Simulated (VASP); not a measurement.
# K2S (Fm-3m) in VASP: notebook, part 3 of 3

VASP 6.6.1. The steps go on from the part before.

**4. Single point, PBE (35.65 Å³/atom)**

This run uses another cell than the first one, of 35.65 Å³/atom.

INCAR reads:

```
PREC = Accurate ; ENCUT = 500
EDIFF = 1E-6 ; ISMEAR = 0
SIGMA = 0.01 ; LREAL = False
LASPH = True ; NELM = 120
ALGO = Normal ; ISIF = 2
LWAVE = False ; LCHARG = False
GGA = PE ; NBANDS = 19
GGA_COMPAT = False
```

KPOINTS reads:

```
regular mesh
0
Gamma
  6 6 6
```

POSCAR reads:

```
K2S
1.0
    0.0000000000      3.7675696584      3.7675696584
    3.7675696584      0.0000000000      3.7675696584
    3.7675696584      3.7675696584      0.0000000000
K S
2 1
Direct
    0.2500000000      0.2500000000      0.2500000000
    0.7500000000      0.7500000000      0.7500000000
    0.0000000000      0.0000000000      0.0000000000
```

Potentials or basis: VASP PAW PBE potentials, release 64 (K_sv, S).

Run with:

```sh
$ cat potpaw_PBE.64/K_sv/POTCAR potpaw_PBE.64/S/POTCAR > POTCAR
$ mpirun -np 1 vasp_std > vasp.out
```

OUTCAR:

```text
PREC = Accurate
   ENCUT = 500
   EDIFF = 1E-6
   ISMEAR = 0
   LREAL = False
   LASPH = True
   NELM = 120
   ISIF = 2
   GGA = PE

 ion  position               nearest neighbor table
   1  0.250  0.250  0.250-   3 3.26   3 3.26   3 3.26   3 3.26   2 3.77   2 3.77   2 3.77   2 3.77
                             2 3.77   2 3.77
   2  0.750  0.750  0.750-   3 3.26   3 3.26   3 3.26   3 3.26   1 3.77   1 3.77   1 3.77   1 3.77
                             1 3.77   1 3.77
   3  0.000  0.000  0.000-   1 3.26   2 3.26   2 3.26   2 3.26   2 3.26   1 3.26   1 3.26   1 3.26

  LATTYP: Found a face centered cubic cell.
 ALAT       =     7.5351393168

  Lattice vectors:

 A1 = (   0.0000000000,   3.7675696584,   3.7675696584)
 A2 = (   3.7675696584,   0.0000000000,   3.7675696584)
 A3 = (   3.7675696584,   3.7675696584,   0.0000000000)

Analysis of symmetry for initial positions (statically):
=====================================================================
 Subroutine PRICEL returns:
 Original cell was already a primitive cell.

 Routine SETGRP: Setting up the symmetry group for a
 face centered cubic supercell.

 Subroutine GETGRP returns: Found 48 space group operations
[... 157 lines left out ...]

 E-fermi :  -0.4535     XC(G=0):  -7.1480

 val. band max:       -0.5149781805   @ k =   0.5000   0.5000   0.0000
 cond. band min:       1.7333718974   @ k =   0.0000   0.0000   0.0000
 fundamental gap:      2.2483500779
 Fermi energy:        -0.4534692368

 k-point     1 :       0.0000    0.0000    0.0000
  band No.  band energies     occupation
      1     -29.8380      2.00000
      2     -29.7714      2.00000
      3     -13.4157      2.00000
      4     -13.4157      2.00000
      5     -13.4157      2.00000
      6     -13.2106      2.00000
[... 329 lines left out ...]
      6     -13.2533      2.00000
[... 11 lines left out ...]
     18       6.8420      0.00000
     19       6.9986      0.00000

------------------------ aborting loop because EDIFF is reached ----------------------------------------

  FORCE on cell =-STRESS in cart. coord.  units (eV):
  Direction    XX          YY          ZZ          XY          YZ          ZX
  --------------------------------------------------------------------------------------
  -------------------------------------------------------------------------------------
  Total       -0.3175975     -0.3175975     -0.3175975      0.0000000     -0.0000000      0.0000000
  in kB       -4.7574450     -4.7574450     -4.7574450      0.0000000     -0.0000000      0.0000000
  external PRESSURE =      -4.7574450 kB  Pullay stress =       0.0000000 kB

 VOLUME and BASIS-vectors are now :
 -----------------------------------------------------------------------------
  energy-cutoff  :      500.00
  volume of cell :      106.96
      direct lattice vectors                 reciprocal lattice vectors
     0.000000000  3.767569658  3.767569658    -0.132711548  0.132711548  0.132711548
     3.767569658  0.000000000  3.767569658     0.132711548 -0.132711548  0.132711548
     3.767569658  3.767569658  0.000000000     0.132711548  0.132711548 -0.132711548

 POSITION                                       TOTAL-FORCE (eV/Angst)
 -----------------------------------------------------------------------------------
      1.88378      1.88378      1.88378         0.000000      0.000000     -0.000000
      5.65135      5.65135      5.65135        -0.000000     -0.000000      0.000000
      0.00000      0.00000      0.00000         0.000000      0.000000     -0.000000
 -----------------------------------------------------------------------------------
    total drift:                               -0.000000     -0.000000      0.000000

  FREE ENERGIE OF THE ION-ELECTRON SYSTEM (eV)
  ---------------------------------------------------
  free  energy   TOTEN  =        -9.4169828361 eV

  energy  without entropy=       -9.4169828361  energy(sigma->0) =       -9.41698284
```

OSZICAR:

```text
N       E                     dE             d eps       ncg     rms          rms(c)
DAV:   1     0.155390935860E+03    0.15539E+03   -0.10417E+04   608   0.104E+03
DAV:   2     0.156181157570E+01   -0.15383E+03   -0.14936E+03   677   0.301E+02
DAV:   3    -0.105938405635E+02   -0.12156E+02   -0.12113E+02  1061   0.651E+01
DAV:   4    -0.108699203638E+02   -0.27608E+00   -0.27591E+00   885   0.943E+00
DAV:   5    -0.108817749518E+02   -0.11855E-01   -0.11854E-01   927   0.130E+00    0.503E+00
DAV:   6    -0.948265398102E+01    0.13991E+01   -0.38379E+00   837   0.723E+00    0.448E+00
DAV:   7    -0.940002738792E+01    0.82627E-01   -0.95540E-01   810   0.306E+00    0.331E+00
DAV:   8    -0.942647132286E+01   -0.26444E-01   -0.26976E-01   691   0.191E+00    0.997E-01
DAV:   9    -0.941082510678E+01    0.15646E-01   -0.89595E-02   711   0.821E-01    0.597E-01
DAV:  10    -0.941732025097E+01   -0.64951E-02   -0.11277E-02   668   0.388E-01    0.167E-01
DAV:  11    -0.941664938959E+01    0.67086E-03   -0.58117E-03   738   0.223E-01    0.109E-01
DAV:  12    -0.941703025529E+01   -0.38087E-03   -0.26947E-03   668   0.145E-01    0.106E-01
DAV:  13    -0.941697952272E+01    0.50733E-04   -0.10536E-03   737   0.934E-02    0.222E-02
DAV:  14    -0.941698242403E+01   -0.29013E-05   -0.26737E-05   684   0.233E-02    0.819E-03
DAV:  15    -0.941698283612E+01   -0.41209E-06   -0.27915E-06   628   0.566E-03
   1 F= -.94169828E+01 E0= -.94169828E+01  d E =-.581048E-20
```

Run time: 44 s. Hardware: 1 thread of Intel Xeon Platinum 8175M at 2.50GHz (Skylake/Cascade Lake), shared host; peak memory 0.24 GiB.

Results:

| Quantity | Value |
| --- | --- |
| Free energy | -9.4170 eV |
| Pressure | -0.5 GPa |
| Band gap on the k mesh | 2.25 eV (least direct gap 2.40 eV) |

Levels at points of the mesh, in eV from the valence-band top:
```
           k point  band 9  band 10  band 11  band 12  band 13  band 14  band 15  band 16
(0.00, 0.00, 0.00)   -9.57    -0.15    -0.15    -0.15     2.25     5.45     5.45     7.29
(0.50, 0.00, 0.00)   -9.41    -0.59    -0.05    -0.05     4.61     4.78     5.73     5.73
(0.50, 0.50, 0.00)   -9.37    -0.69     0.00     0.00     3.49     5.19     6.32     6.55
```

A k mesh can miss the band edges. As with any semilocal functional, this PBE gap is likely too small.

**5. Single point, PBE (36.69 Å³/atom)**

This run uses another cell than the first one, of 36.69 Å³/atom.

INCAR reads:

```
SYSTEM = K2S
PREC = Accurate
ENCUT = 500
EDIFF = 1E-6
ISMEAR = 0
SIGMA = 0.01
LREAL = .FALSE.
LASPH = .TRUE.
NELM = 120
ALGO = Normal
ISIF = 2
LWAVE = .FALSE.
LCHARG = .TRUE.
GGA = PE
LELF = .TRUE.
LVHAR = .TRUE.
NBANDS = 19
GGA_COMPAT = .FALSE.
```

KPOINTS reads:

```
regular mesh
0
G
  6 6 6
  0 0 0
```

POSCAR reads:

```
K2S
1.0
    0.0000000000      3.8037985122      3.8037985122
    3.8037985122      0.0000000000      3.8037985122
    3.8037985122      3.8037985122      0.0000000000
K S
2 1
Direct
    0.2500000000      0.2500000000      0.2500000000
    0.7500000000      0.7500000000      0.7500000000
    0.0000000000      0.0000000000      0.0000000000
```

Run with:

```sh
$ cat potpaw_PBE.64/K_sv/POTCAR potpaw_PBE.64/S/POTCAR > POTCAR
$ mpirun -np 1 vasp_std > vasp.out
```

It took 45 s on 1 thread of Intel Xeon Platinum 8175M at 2.50GHz (Skylake/Cascade Lake), shared host; peak memory 0.24 GiB.

The run converged. Its results:

- Free energy: -9.4040 eV
- Pressure: -0.9 GPa
- Band gap on the k mesh: 2.18 eV (least direct gap 2.31 eV)

Levels at points of the mesh, in eV from the valence-band top:
```
           k point  band 8  band 9  band 10  band 11  band 12  band 13  band 14  band 15  band 16  band 17
(0.00, 0.00, 0.00)  -12.76   -9.55    -0.13    -0.13    -0.13     2.18     5.43     5.43     7.19     7.19
(0.50, 0.00, 0.00)  -12.86   -9.41    -0.57    -0.04    -0.04     4.55     4.65     5.69     5.69     7.44
(0.50, 0.50, 0.00)  -12.71   -9.38    -0.67     0.00     0.00     3.47     5.12     6.18     6.50     7.29
```

A k mesh can miss the band edges. As with any semilocal functional, this PBE gap is likely too small.

**6. Single point, r2SCAN (31.81 Å³/atom)**

This run uses another cell than the first one, of 31.81 Å³/atom.

POSCAR reads:

```
K2S
1.0
    0.0000000000      3.6271317754      3.6271317754
    3.6271317754      0.0000000000      3.6271317754
    3.6271317754      3.6271317754      0.0000000000
K S
2 1
Direct
    0.2500000000      0.2500000000      0.2500000000
    0.7500000000      0.7500000000      0.7500000000
    0.0000000000      0.0000000000      0.0000000000
```

INCAR.step1 reads:

```
  PREC = Accurate
  ENCUT = 550
  ISMEAR = 0
  SIGMA = 0.01
  LREAL = F
  LASPH = T
  NELM = 120
  NBANDS = 19
  GGA = PE
  ALGO = Normal
  EDIFF = 1E-5
  LWAVE = T
  LCHARG = F
  GGA_COMPAT = F
```

INCAR.step2 reads:

```
  PREC = Accurate
  ENCUT = 550
  EDIFF = 1E-6
  ISMEAR = 0
  SIGMA = 0.01
  LREAL = F
  LASPH = T
  NELM = 120
  ALGO = Normal
  ISIF = 2
  LWAVE = F
  LCHARG = F
  METAGGA = R2SCAN
  LMIXTAU = T
  NBANDS = 19
  ISTART = 1
  GGA_COMPAT = F
```

KPOINTS reads:

```
Automatic mesh
0
Gamma
  6 6 6
```

Potentials or basis: VASP PAW PBE potentials, release 64 (K_sv, S).

Run with:

```sh
$ cat potpaw_PBE.64/K_sv/POTCAR potpaw_PBE.64/S/POTCAR > POTCAR
$ cp INCAR.step1 INCAR
$ mpirun -np 1 vasp_std > vasp.out
$ cp INCAR.step2 INCAR
$ mpirun -np 1 vasp_std > vasp.out
```

It took 3.9 min on 1 thread of Intel Xeon Platinum 8175M at 2.50GHz (Skylake/Cascade Lake), shared host; peak memory 0.26 GiB.

The run converged. Its results:

* Free energy: -23.7853 eV
* Pressure: 1.5 GPa
* Band gap on the k mesh: 2.91 eV (least direct gap 3.17 eV)

Levels at points of the mesh, in eV from the valence-band top:
| k point | band 10 | band 11 | band 12 | band 13 | band 14 | band 15 |
| --- | --- | --- | --- | --- | --- | --- |
| (0.00, 0.00, 0.00) | -0.26 | -0.26 | -0.26 | 2.91 | 5.95 | 5.95 |
| (0.50, 0.00, 0.00) | -0.64 | -0.09 | -0.09 | 5.06 | 5.91 | 6.34 |
| (0.50, 0.50, 0.00) | -0.78 | 0.00 | 0.00 | 3.72 | 6.01 | 7.27 |

Caveat: the PAW data sets were made with another functional, which shifts forces and pressure a little.

**7. Summary**

```tsv
level	cell	cutoff (eV)	gap on the mesh (eV)	pressure (GPa)
PBE	a = 5.236 Å, angles 60.0°, 3 atoms	500	2.38	0.5
PBE	a = 5.276 Å, angles 60.0°, 3 atoms	500	2.32	0.0
PBE	a = 5.328 Å, angles 60.0°, 3 atoms	500	2.25	-0.5
PBE	a = 5.379 Å, angles 60.0°, 3 atoms	500	2.18	-0.9
r2SCAN	a = 5.130 Å, angles 60.0°, 3 atoms	550	2.91	1.5
```

Alike in all rows: task single point; potentials or basis VASP PAW PBE potentials, release 64 (K_sv, S); no spin polarisation; k mesh 6 × 6 × 6; smearing gaussian 0.01 eV.

Caveats: the PAW data sets were made with another functional, which shifts forces and pressure a little (at least some runs).

Total energies depend on the potentials used, so only differences within one code and one set of settings carry meaning.
